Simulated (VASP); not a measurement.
# C2SH2 in VASP: single point with AM05

Aim: the single point of C2SH2 with AM05.

All numbers are computed with VASP 6.6.1; they aren't measurements. Logs are shortened: lines on timing, memory, paths and dates and some standing lists are left out, and cuts for length are marked.

## (1) The cell of the first run

The cell holds a molecule in a box, 5 atoms: a = 14.000 Å, b = 11.000 Å, c = 10.000 Å, α = 90.00°, β = 90.00°, γ = 90.00°.

## (2) Single point, AM05

POSCAR

```
H2C2S
1.0
   14.0000000000      0.0000000000      0.0000000000
    0.0000000000     11.0000000000      0.0000000000
    0.0000000000      0.0000000000     10.0000000000
C S H
2 1 2
Direct
    0.4309035700      0.4394681800      0.5059700000
    0.5164392900      0.4502227300      0.5083900000
    0.6363107100      0.4525954500      0.5141200000
    0.3551892900      0.4311590900      0.5036000000
    0.6466678600      0.5726590900      0.4926800000
```

INCAR.step1

```
SYSTEM = H2C2S
ISMEAR   = 0              ! smearing method
SIGMA    = 0.03           ! smearing width, eV
LWAVE    = .True.         ! write WAVECAR
LCHARG   = .True.         ! write CHGCAR
ISIF     = 0              ! what is computed and relaxed
NELM     = 100            ! most SCF steps
ALGO     = Normal         ! electronic algorithm
PREC     = Accurate       ! precision mode
LASPH    = .True.         ! aspherical terms in the spheres
LREAL    = .False.        ! projectors in reciprocal space
EDIFF    = 1E-5           ! SCF threshold, eV
GGA_COMPAT= .False.      
ENCUT    = 520            ! plane-wave cutoff, eV
EFERMI   = MIDGAP       
NELMDL   = -8           
GGA      = PE             ! functional
```

INCAR.step2

```
SYSTEM = H2C2S
GGA      = AM             ! functional
ISMEAR   = 0              ! smearing method
SIGMA    = 0.03           ! smearing width, eV
LWAVE    = .False.        ! write WAVECAR
LCHARG   = .False.        ! write CHGCAR
ISIF     = 0              ! what is computed and relaxed
NELM     = 100            ! most SCF steps
ALGO     = All            ! electronic algorithm
PREC     = Accurate       ! precision mode
LASPH    = .True.         ! aspherical terms in the spheres
LREAL    = .False.        ! projectors in reciprocal space
EDIFF    = 1E-6           ! SCF threshold, eV
GGA_COMPAT= .False.      
ENCUT    = 520            ! plane-wave cutoff, eV
EFERMI   = MIDGAP       
NELMDL   = -8           
ISTART   = 1            
ISEARCH  = 1
```

KPOINTS

```
k-points
0
Gamma
  1 1 1
```

Potentials or basis: VASP PAW PBE potentials, release 64 (C, S, H).

Started as:

```bash
cat potpaw_PBE.64/C/POTCAR potpaw_PBE.64/S/POTCAR potpaw_PBE.64/H/POTCAR > POTCAR
cp INCAR.step1 INCAR
mpirun -np 1 vasp_gam > vasp.out
cp INCAR.step2 INCAR
mpirun -np 1 vasp_gam > vasp.out
```

OUTCAR:

```text
SYSTEM = H2C2S
   GGA = AM
   ISMEAR = 0
   ISIF = 0
   NELM = 100
   PREC = Accurate
   LASPH = .True.
   LREAL = .False.
   EDIFF = 1E-6
   ENCUT = 520
   EFERMI = MIDGAP
   NELMDL = -8
   ISTART = 1

 Found      1 irreducible k-points:

 Following reciprocal coordinates:
            Coordinates               Weight
  0.000000  0.000000  0.000000      1.000000
   k-points           NKPTS =      1   k-points in BZ     NKDIM =      1   number of bands    NBANDS=     12
   number of dos      NEDOS =    301   number of ions     NIONS =      5
   total plane-waves  NPLWV = 725760
   dimension x,y,z NGX =   108 NGY =   84 NGZ =   80
   dimension x,y,z NGXF=   216 NGYF=  168 NGZF=  160
   ions per type =               2   1   2
   NGX,Y,Z   is equivalent  to a cutoff of  12.82, 12.70, 13.30 a.u.
   NGXF,Y,Z  is equivalent  to a cutoff of  25.65, 25.39, 26.60 a.u.
 SYSTEM =  H2C2S
   PREC   = accura    normal or accurate (medium, high low for compatibility)
   ISTART =      1    job   : 0-new  1-cont  2-samecut
   ICHARG =      0    charge: 1-file 2-atom 10-const
   ISPIN  =      1    spin polarized calculation?
   LNONCOLLINEAR =      F non collinear calculations
   LSORBIT =      F    spin-orbit coupling
   LASPH  =      T    aspherical Exc in radial PAW
   ENCUT  =  520.0 eV  38.22 Ry    6.18 a.u.  26.03 20.45 18.59*2*pi/ulx,y,z
   NELM   =    100;   NELMIN=  2; NELMDL= -8     # of ELM steps
   EDIFF  = 0.1E-05   stopping-criterion for ELM
   LREAL  =      F    real-space projection
   EDIFFG = 0.1E-04   stopping-criterion for IOM
   NSW    =      0    number of steps for IOM
   IBRION =     -1    ionic relax: 0-MD 1-quasi-New 2-CG
   NFREE  =      0    steps in history (QN), initial steepest desc. (CG)
   ISIF   =      0    stress and relaxation
   ISYM   =      2    0-nonsym 1-usesym 2-fastsym
   POTIM  = 0.5000    time-step for ionic-motion
   TEBEG  =    0.0;   TEEND  =   0.0 temperature during run

   SCALEE = 1.0000    scale energy and forces
   PSTRESS=    0.0 pullay stress
   NELECT =      16.0000    total number of electrons
   NUPDOWN=      -1.0000    fix difference up-down
   EMIN   =  10.00;   EMAX   =-10.00  energy-range for DOS
   EFERMI =   0.00;   METHOD = MIDGAP
   ISMEAR =     0;   SIGMA  =   0.03  broadening in eV -4-tet -1-fermi 0-gaus
   EFERMI_NEDOS =   21; number of points for ismear=-14 and -15
   IALGO  =     58    algorithm
   IMIX   =      4    mixing-type and parameters
     AMIX     =   0.40;   BMIX     =  1.00
     AMIX_MAG =   1.60;   BMIX_MAG =  1.00
  volume/ion in A,a.u.               =     308.00      2078.49
  Fermi-wavevector in a.u.,A,eV,Ry     =   0.357225  0.675056  1.736231  0.127609
  Thomas-Fermi vector in A             =   1.274455
   LORBIT       =      0    0 simple, 1 ext, 2 COOP (PROOUT), +10 PAW based schemes
   GGA     = AM    functional components
   LHFCALC =     F    Hartree Fock is set to
   AEXX    =    0.0000 exact exchange contribution
   IVDW    =     0    specifies the selected vdW correction
   LEPSILON=     F    determine dielectric tensor
   LRPA    =     F    only Hartree local field effects (RPA)

   CSHIFT  =0.1000    complex shift for real part using Kramers Kronig

   OMEGAMAX=  -1.0    maximum frequency
 non-spin polarized calculation
 Gauss-broadening in eV      SIGMA  =   0.03
  energy-cutoff  :      520.00
  volume of cell :     1540.00
 maximum number of plane-waves:     20715
 NGX is ok and might be reduce to   108
   NGX = 53   NGY = 41   NGZ = 37

 number of electron      16.0000001 magnetization

 Free energy of the ion-electron system (eV)
  ---------------------------------------------------
  ext. energy  EPLUGINS =         0.00000000
  ---------------------------------------------------
  free energy    TOTEN  =       -27.22364577 eV

  energy without entropy =      -27.22364151  energy(sigma->0) =      -27.22364364

 E-fermi :  -5.5217     XC(G=0):  -1.9729

 val. band max:       -5.5645083801   @ k =   0.0000   0.0000   0.0000
 cond. band min:      -0.8219839471   @ k =   0.0000   0.0000   0.0000
 fundamental gap:      4.7425244330
 Fermi energy:        -5.5216866794

 k-point     1 :       0.0000    0.0000    0.0000
  band No.  band energies     occupation
      1     -20.0080      2.00000
      2     -17.5989      2.00000
      3     -13.0372      2.00000
      4     -11.6781      2.00000
      5      -9.6767      2.00000
      6      -8.1887      2.00000
      7      -6.8085      2.00000
      8      -5.5645      2.00000
      9       0.5916      0.00000
     10       1.1161      0.00000
     11      -0.8033      0.00000
     12      -0.8220      0.00000

------------------------ aborting loop because EDIFF is reached ----------------------------------------

 VOLUME and BASIS-vectors are now :
 -----------------------------------------------------------------------------
  energy-cutoff  :      520.00
  volume of cell :     1540.00
      direct lattice vectors                 reciprocal lattice vectors
    14.000000000  0.000000000  0.000000000     0.071428571  0.000000000  0.000000000
     0.000000000 11.000000000  0.000000000     0.000000000  0.090909091  0.000000000
     0.000000000  0.000000000 10.000000000     0.000000000  0.000000000  0.100000000

 POSITION                                       TOTAL-FORCE (eV/Angst)
 -----------------------------------------------------------------------------------
      6.03265      4.83415      5.05970        -0.774800     -0.083574     -0.015885
      7.23015      4.95245      5.08390         1.329773      0.138240      0.029021
      8.90835      4.97855      5.14120        -0.187556     -0.307471      0.043321
      4.97265      4.74275      5.03600        -0.388283     -0.035836     -0.008806
      9.05335      6.29925      4.92680         0.020865      0.288641     -0.047651
 -----------------------------------------------------------------------------------
    total drift:                                0.015291     -0.003665      0.001208

  FREE ENERGIE OF THE ION-ELECTRON SYSTEM (eV)
  ---------------------------------------------------
  free  energy   TOTEN  =       -27.2236457746 eV

  energy  without entropy=      -27.2236457578  energy(sigma->0) =      -27.22364577
```

Wall time 20 min (1 thread of Intel Xeon 6975P-C (Granite Rapids), shared host); peak memory 1.2 GiB.

What came out:

| Quantity | Value |
| --- | --- |
| Free energy | -27.2236 eV |
| Largest force | 1.337 eV/Å |
| Gap between the frontier levels | 6.16 eV |

Forces on the atoms (eV/Å):
```
C   -0.775 -0.084 -0.016
C    1.330  0.138  0.029
S   -0.188 -0.307  0.043
H   -0.388 -0.036 -0.009
H    0.021  0.289 -0.048
```

Caveat: the PAW data sets were made with another functional, which shifts forces and pressure a little.
